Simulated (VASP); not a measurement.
# CoO (R3m) in VASP: single point with LDA

Aim: the single point of CoO with LDA.

All numbers are computed with VASP 6.6.1; they aren't measurements. Logs are shortened: lines on timing, memory, paths and dates and some standing lists are left out, and cuts for length are marked.

### 1 The cell of the first run

Symmetry: R3m, No. 160, trigonal system. Conventional cell: a = 3.204 Å, b = 3.204 Å, c = 7.699 Å, α = 90.00°, β = 90.00°, γ = 120.00°. Co (site symmetry 3m) has 4 O at 1.91 to 1.96 Å within 2.5 Å. Within 2.5 Å of O (site symmetry 3m) lie 4 Co at 1.91 to 1.96 Å.

### 2 Single point, LDA, collinear spin, antiferromagnetic start

The input, INCAR:

```
SYSTEM = CoO
PREC     = Accurate       ! precision mode
ENCUT    = 600            ! plane-wave cutoff, eV
EDIFF    = 1E-6           ! SCF threshold, eV
ISMEAR   = 0              ! smearing method
SIGMA    = 0.1            ! smearing width, eV
LREAL    = .FALSE.        ! projectors in reciprocal space
LASPH    = .TRUE.         ! aspherical terms in the spheres
NELM     = 200            ! most SCF steps
ALGO     = Normal         ! electronic algorithm
ISIF     = 2              ! what is computed and relaxed
LWAVE    = .FALSE.        ! write WAVECAR
LCHARG   = .TRUE.         ! write CHGCAR
ISPIN    = 2              ! spin polarisation
MAGMOM   = -3 3 0 0       ! initial moments
LORBIT   = 11             ! projections on sites
LMAXMIX  = 4              ! l up to which the mixer works
GGA      = CA             ! functional
LELF     = .TRUE.         ! ELF
LVHAR    = .TRUE.       
NBANDS   = 35             ! bands
GGA_COMPAT= .FALSE.
```

The input, KPOINTS:

```
Automatic mesh
0
G
  6 6 6
  0 0 0
```

The input, POSCAR:

```
CoO
1.0
    1.6022198417      0.9250420569      5.1329417806
   -1.6022198417      0.9250420569      5.1329417806
    0.0000000000     -1.8500841138      5.1329417806
Co O
2 2
Direct
    0.9994877300      0.9994877300      0.9994877300
    0.4994905900      0.4994905900      0.4994905900
    0.3754955300      0.3754955300      0.3754955300
    0.8755255000      0.8755255000      0.8755255000
```

Potentials or basis: VASP PAW LDA potentials, release 64 (Co_sv, O).

Run with:

```console
> cat potpaw_LDA.64/Co_sv/POTCAR potpaw_LDA.64/O/POTCAR > POTCAR
> mpirun -np 1 vasp_std > vasp.out
```

OUTCAR:

```text
SYSTEM = CoO
   PREC = Accurate
   ENCUT = 600
   EDIFF = 1E-6
   ISMEAR = 0
   LREAL = .FALSE.
   LASPH = .TRUE.
   NELM = 200
   ISIF = 2
   ISPIN = 2
   LORBIT = 11
   GGA = CA

 ion  position               nearest neighbor table
   1  0.999  0.999  0.999-   4 1.91   3 1.96   3 1.96   3 1.96
   2  0.499  0.499  0.499-   3 1.91   4 1.96   4 1.96   4 1.96
   3  0.375  0.375  0.375-   2 1.91   1 1.96   1 1.96   1 1.96
   4  0.876  0.876  0.876-   1 1.91   2 1.96   2 1.96   2 1.96

  LATTYP: Found a trigonal (rhomboedric) cell.
 ALAT       =     5.4561802162
 COS(alpha) =     0.8275366594

  Lattice vectors:

 A1 = (   1.6022198417,   0.9250420569,   5.1329417806)
 A2 = (  -1.6022198417,   0.9250420569,   5.1329417806)
 A3 = (   0.0000000000,  -1.8500841138,   5.1329417806)

Analysis of symmetry for initial positions (statically):
=====================================================================
 Subroutine PRICEL returns:
 Original cell was already a primitive cell.

 Routine SETGRP: Setting up the symmetry group for a
 trigonal (rhombohedral) supercell.

 Subroutine GETGRP returns: Found  6 space group operations
 (whereof  6 operations were pure point group operations)
 out of a pool of 12 trial point group operations.

The static configuration has the point symmetry C_3v.

Analysis of symmetry for dynamics (positions and initial velocities):
=====================================================================
 Subroutine PRICEL returns:
 Original cell was already a primitive cell.

 Routine SETGRP: Setting up the symmetry group for a
 trigonal (rhombohedral) supercell.

 Subroutine GETGRP returns: Found  6 space group operations
 (whereof  6 operations were pure point group operations)
 out of a pool of 12 trial point group operations.

The dynamic configuration has the point symmetry C_3v.

Analysis of structural, dynamic, and magnetic symmetry:
=====================================================================
 Subroutine PRICEL returns:
 Original cell was already a primitive cell.

 Routine SETGRP: Setting up the symmetry group for a
 trigonal (rhombohedral) supercell.

 Subroutine GETGRP returns: Found  6 space group operations
 (whereof  6 operations were pure point group operations)
 out of a pool of 12 trial point group operations.

The overall configuration has the point symmetry C_3v.

 Subroutine INISYM returns: Found  6 space group operations
 (whereof  6 operations are pure point group operations),
 and found     1 'primitive' translations

----------------------------------------------------------------------------------------

                                     Primitive cell

  volume of cell :      45.6458

  direct lattice vectors                    reciprocal lattice vectors
     1.602219842  0.925042057  5.132941781     0.312067038  0.180171988  0.064940018
    -1.602219842  0.925042057  5.132941781    -0.312067038  0.180171988  0.064940018
     0.000000000 -1.850084114  5.132941781     0.000000000 -0.360343977  0.064940018

  length of vectors
     5.456180216  5.456180216  5.456180216     0.366148860  0.366148860  0.366148860

  position of ions in fractional coordinates (direct lattice)
     0.999487730  0.999487730  0.999487730
     0.499490590  0.499490590  0.499490590
     0.375495530  0.375495530  0.375495530
     0.875525500  0.875525500  0.875525500

  ion indices of the primitive-cell ions
   primitive index   ion index
                 1           1
                 2           2
                 3           3
                 4           4

----------------------------------------------------------------------------------------

 KPOINTS: Automatic mesh

Automatic generation of k-mesh.
 Grid dimensions read from file:
 generate k-points for:    6    6    6

 Generating k-lattice:

  Cartesian coordinates                     Fractional coordinates (reciprocal lattice)
     0.052011173  0.030028665  0.010823336     0.166666667 -0.000000000  0.000000000
    -0.052011173  0.030028665  0.010823336    -0.000000000  0.166666667  0.000000000
     0.000000000 -0.060057329  0.010823336     0.000000000  0.000000000  0.166666667

  Length of vectors
     0.061024810  0.061024810  0.061024810

  Shift w.r.t. Gamma in fractional coordinates (k-lattice)
     0.000000000  0.000000000  0.000000000

 Subroutine IBZKPT returns following result:
 ===========================================

 Found     32 irreducible k-points:

 Following reciprocal coordinates:
            Coordinates               Weight
  0.000000  0.000000  0.000000      1.000000
  0.166667  0.000000  0.000000      6.000000
  0.333333  0.000000  0.000000      6.000000
  0.500000 -0.000000  0.000000      3.000000
  0.166667  0.166667  0.000000      6.000000
  0.333333  0.166667  0.000000     12.000000
[... 16 lines left out ...]
  0.500000  0.500000  0.166667      6.000000
 -0.333333  0.500000  0.166667     12.000000
 [... further k-points ...]
   k-points           NKPTS =     32   k-points in BZ     NKDIM =     32   number of bands    NBANDS=     35
   number of dos      NEDOS =    301   number of ions     NIONS =      4
   total plane-waves  NPLWV = 110592
   dimension x,y,z NGX =    48 NGY =   48 NGZ =   48
   dimension x,y,z NGXF=    96 NGYF=   96 NGZF=   96
   ions per type =               2   2
   NGX,Y,Z   is equivalent  to a cutoff of  14.63, 14.63, 14.63 a.u.
   NGXF,Y,Z  is equivalent  to a cutoff of  29.25, 29.25, 29.25 a.u.
 SYSTEM =  CoO
   PREC   = accura    normal or accurate (medium, high low for compatibility)
   ISTART =      0    job   : 0-new  1-cont  2-samecut
   ICHARG =      2    charge: 1-file 2-atom 10-const
   ISPIN  =      2    spin polarized calculation?
   LNONCOLLINEAR =      F non collinear calculations
   LSORBIT =      F    spin-orbit coupling
   LASPH  =      T    aspherical Exc in radial PAW
   ENCUT  =  600.0 eV  44.10 Ry    6.64 a.u.  10.90 10.90 10.90*2*pi/ulx,y,z
   NELM   =    200;   NELMIN=  2; NELMDL= -5     # of ELM steps
   EDIFF  = 0.1E-05   stopping-criterion for ELM
   LREAL  =      F    real-space projection
   EDIFFG = 0.1E-04   stopping-criterion for IOM
   NSW    =      0    number of steps for IOM
   IBRION =     -1    ionic relax: 0-MD 1-quasi-New 2-CG
   NFREE  =      0    steps in history (QN), initial steepest desc. (CG)
   ISIF   =      2    stress and relaxation
   ISYM   =      2    0-nonsym 1-usesym 2-fastsym
   POTIM  = 0.5000    time-step for ionic-motion
   TEBEG  =    0.0;   TEEND  =   0.0 temperature during run
   PSTRESS=    0.0 pullay stress
   NELECT =      46.0000    total number of electrons
   NUPDOWN=      -1.0000    fix difference up-down
   EMIN   =  10.00;   EMAX   =-10.00  energy-range for DOS
   EFERMI =   0.00;   METHOD = LEGACY
   ISMEAR =     0;   SIGMA  =   0.10  broadening in eV -4-tet -1-fermi 0-gaus
   EFERMI_NEDOS =   21; number of points for ismear=-14 and -15
   IALGO  =     38    algorithm
   IMIX   =      4    mixing-type and parameters
     AMIX     =   0.40;   BMIX     =  1.00
     AMIX_MAG =   1.60;   BMIX_MAG =  1.00
  volume/ion in A,a.u.               =      11.41        77.01
  Fermi-wavevector in a.u.,A,eV,Ry     =   1.641322  3.101648 36.653238  2.693937
  Thomas-Fermi vector in A             =   2.731812
   LORBIT       =     11    0 simple, 1 ext, 2 COOP (PROOUT), +10 PAW based schemes
   GGA     = CA    functional components
   LHFCALC =     F    Hartree Fock is set to
   AEXX    =    0.0000 exact exchange contribution
   IVDW    =     0    specifies the selected vdW correction
   LEPSILON=     F    determine dielectric tensor
   LRPA    =     F    only Hartree local field effects (RPA)
 spin polarized calculation
 Gauss-broadening in eV      SIGMA  =   0.10
  energy-cutoff  :      600.00
  volume of cell :       45.65
 maximum number of plane-waves:      1541
 NGX is ok and might be reduce to    48
   NGX = 21   NGY = 21   NGZ = 21

 number of electron      46.0000007 magnetization      -0.0018914

 number of electron      46.0000007 magnetization       0.0009554

 Free energy of the ion-electron system (eV)
  ---------------------------------------------------
  ext. energy  EPLUGINS =         0.00000000
  ---------------------------------------------------
  free energy    TOTEN  =       -30.12507953 eV

  energy without entropy =      -30.10178999  energy(sigma->0) =      -30.11343476

 E-fermi :   6.6163     XC(G=0): -12.0145

 val. band max:        6.6112145323   @ k =  -0.3333   0.3333   0.1667
 cond. band min:       6.6348392275   @ k =  -0.3333   0.5000   0.1667
 fundamental gap:      0.0236246952
 Fermi energy:         6.6163042889

 spin component 1

 k-point     1 :       0.0000    0.0000    0.0000
  band No.  band energies     occupation
      1     -88.6825      1.00000
      2     -86.5247      1.00000
      3     -52.6960      1.00000
      4     -52.4205      1.00000
      5     -52.4205      1.00000
      6     -50.5679      1.00000
[... 27 lines left out ...]
     34      21.0381      0.00000
     35      23.6989      0.00000
[... 843 lines left out ...]
      5     -52.4268      1.00000
      6     -50.5663      1.00000
[... 27 lines left out ...]
     34      20.7579      0.00000
     35      21.4044      0.00000

 [... further k-points ...]

 spin component 2

 k-point     1 :       0.0000    0.0000    0.0000
  band No.  band energies     occupation
      1     -88.6819      1.00000
      2     -86.5244      1.00000
      3     -52.6954      1.00000
      4     -52.4199      1.00000
      5     -52.4199      1.00000
      6     -50.5673      1.00000
[... 27 lines left out ...]
     34      21.0381      0.00000
     35      23.6990      0.00000
[... 843 lines left out ...]
      5     -52.4262      1.00000
      6     -50.5656      1.00000
[... 27 lines left out ...]
     34      20.7574      0.00000
     35      21.4044      0.00000

 [... further k-points ...]

------------------------ aborting loop because EDIFF is reached ----------------------------------------

  FORCE on cell =-STRESS in cart. coord.  units (eV):
  Direction    XX          YY          ZZ          XY          YZ          ZX
  --------------------------------------------------------------------------------------
  -------------------------------------------------------------------------------------
  Total       -5.9219514     -5.9219514     -6.1395831     -0.0000000     -0.0000000     -0.0000000
  in kB     -207.8615915   -207.8615915   -215.5005034     -0.0000000     -0.0000000     -0.0000000
  external PRESSURE =    -210.4078954 kB  Pullay stress =       0.0000000 kB

 VOLUME and BASIS-vectors are now :
 -----------------------------------------------------------------------------
  energy-cutoff  :      600.00
  volume of cell :       45.65
      direct lattice vectors                 reciprocal lattice vectors
     1.602219842  0.925042057  5.132941781     0.312067038  0.180171988  0.064940018
    -1.602219842  0.925042057  5.132941781    -0.312067038  0.180171988  0.064940018
     0.000000000 -1.850084114  5.132941781     0.000000000 -0.360343977  0.064940018

 POSITION                                       TOTAL-FORCE (eV/Angst)
 -----------------------------------------------------------------------------------
      0.00000      0.00000     15.39094         0.000000     -0.000000      0.004277
      0.00000      0.00000      7.69157         0.000000     -0.000000      0.000676
      0.00000      0.00000      5.78219         0.000000     -0.000000     -0.000074
      0.00000      0.00000     13.48206         0.000000      0.000000     -0.004879
 -----------------------------------------------------------------------------------
    total drift:                               -0.000000     -0.000000      0.001745

  FREE ENERGIE OF THE ION-ELECTRON SYSTEM (eV)
  ---------------------------------------------------
  free  energy   TOTEN  =       -30.1250795322 eV

  energy  without entropy=      -30.1017899874  energy(sigma->0) =      -30.11343476

 total charge

# of ion       s       p       d       tot
------------------------------------------
    1        2.167   6.084   6.711  14.963
    2        2.167   6.084   6.712  14.963
    3        1.539   3.395   0.000   4.934
    4        1.539   3.395   0.000   4.934
--------------------------------------------------
tot          7.412  18.959  13.423  39.794

 magnetization (x)

# of ion       s       p       d       tot
------------------------------------------
    1       -0.005  -0.015  -1.888  -1.909
    2        0.005   0.015   1.889   1.909
    3       -0.010  -0.121   0.000  -0.130
    4        0.010   0.121   0.000   0.130
--------------------------------------------------
tot         -0.000   0.000   0.001   0.001
```

Wall time 4.5 min (1 thread of Intel Xeon Platinum 8488C (Sapphire Rapids), shared host); peak memory 0.3 GiB.

What came out:

```
Free energy                                           : -30.1251 eV
Pressure                                              : -21.0 GPa
Largest force                                         : 0.005 eV/Å
Band gap on the k mesh                                : zero (filled and empty bands overlap)
Net moment                                            : 0.00 μB per cell
Site moments                                          : Co -1.91, +1.91; O -0.13, +0.13 μB
Valence electrons inside the program's atomic spheres : Co 14.96; O 4.93
```

Forces on the atoms (eV/Å):
```
Co   0.000  0.000  0.004
Co   0.000  0.000  0.001
O    0.000  0.000  0.000
O    0.000  0.000 -0.005
```

Stress tensor (GPa, compression positive):
```
-20.79   0.00   0.00
  0.00 -20.79   0.00
  0.00   0.00 -21.55
```

Caveat: the k points lie up to 0.38 Å⁻¹ apart; semilocal functionals often make such compounds metallic where correlation or magnetic order opens a gap, which also shifts bond lengths. With open d or f shells a metallic result of LDA can be an artefact of self-interaction; +U or a hybrid may open a gap.
